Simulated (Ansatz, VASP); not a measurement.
# PtSe2 in VASP and in Ansatz

POSCAR

```
PtSe2
1.0
    3.5720470484      0.0000000000      0.0000000000
   -1.7860235242      3.0934834875      0.0000000000
    0.0000000000      0.0000000000      5.8335328495
Pt Se
1 2
Direct
    0.0000000000      0.0000000000      0.0000000000
    0.3333333333      0.6666666667      0.2379799375
    0.6666666667      0.3333333333      0.7620200625
```

INCAR.step1

```
  PREC = Accurate
  ENCUT = 520
  ISMEAR = 0
  SIGMA = 0.01
  LREAL = F
  LASPH = T
  NELM = 80
  NBANDS = 18
  GGA = PE
  ALGO = Normal
  EDIFF = 1E-4
  LWAVE = T
  LCHARG = F
```

Contents of INCAR.step2:

```
  PREC = Accurate
  ENCUT = 520
  EDIFF = 1E-6
  ISMEAR = 0
  SIGMA = 0.01
  LREAL = F
  LASPH = T
  NELM = 80
  ALGO = Normal
  ISIF = 2
  LWAVE = F
  LCHARG = T
  METAGGA = R2SCAN
  LMIXTAU = T
  LELF = T
  LVHAR = T
  NBANDS = 18
  ISTART = 1
```

The input KPOINTS:

```
Automatic mesh
0
Gamma
  12 12 6
```

Input for Ansatz:

```yaml
crystal:
  lattice:
    - [3.5720470484, 0.0, 0.0]
    - [-1.7860235242, 3.0934834875, 0.0]
    - [0.0, 0.0, 5.8335328495]
  atoms:
    - { symbol: Pt, position: [0.0, 0.0, 0.0] }
    - { symbol: Se, position: [0.3333333333, 0.6666666667, 0.2379799375] }
    - { symbol: Se, position: [0.6666666667, 0.3333333333, 0.7620200625] }
kpoints:
  mp_grid: { grid: [12, 12, 6] }
  band_path:
    path:
      - [0.0, 0.0, 0.0]
      - [0.5, 0.0, 0.0]
      - [0.3333333333, 0.3333333333, 0.0]
      - [0.0, 0.0, 0.5]
      - [0.5, 0.0, 0.5]
      - [0.3333333333, 0.3333333333, 0.5]
      - [0.3, 0.3, 0.0]
      - [0.0, 0.25, 0.3333333333]
    npoints: 1
hamiltonian:
  xc: r2scan
scf:
  occupations: { method: fixed }
  n_extra_bands: 4
output:
  forces: true
  stress: true
  eigenvalues: true
```

Change from the starting cell: epitaxial_xy strain -4.2%.

Alike in both runs: task single point; functional r2SCAN; k mesh 12 × 12 × 6; no spin polarisation.

|  | VASP | Ansatz |
| --- | --- | --- |
| version | VASP 6.6.1 | Ansatz 0.2.0 |
| potentials or method | VASP PAW PBE potentials, release 64 (Pt, Se) | plane waves, PAW |
| plane-wave cutoff (eV) | 520 | 500 |
| occupations | gaussian, width 0.01 eV | fixed |
| valence electrons in the cell | 22 | 50 |

VASP gave:

```
gap on the k mesh at the Fermi level (eV)                     : 0.70
pressure (GPa)                                                : 6.1
traceless stress, the component that is largest in VASP (GPa) : -4.76
rms of the force components (eV/Å)                            : 0.005
```

Task: Which values does Ansatz return?

Result: gap on the k mesh at the Fermi level (eV): 0.71; pressure (GPa): 6.0; traceless stress, the component that is largest in VASP (GPa): -4.72; rms of the force components (eV/Å): 0.014.

VASP's potentials were made for PBE, not for r2SCAN. Atom by atom the forces differ by 0.009 eV/Å (rms over components). VASP's potentials hold 22 valence electrons a cell and Ansatz's 50, so a difference there can come from the potentials and not from the codes.

Neither program's run includes spin-orbit coupling.
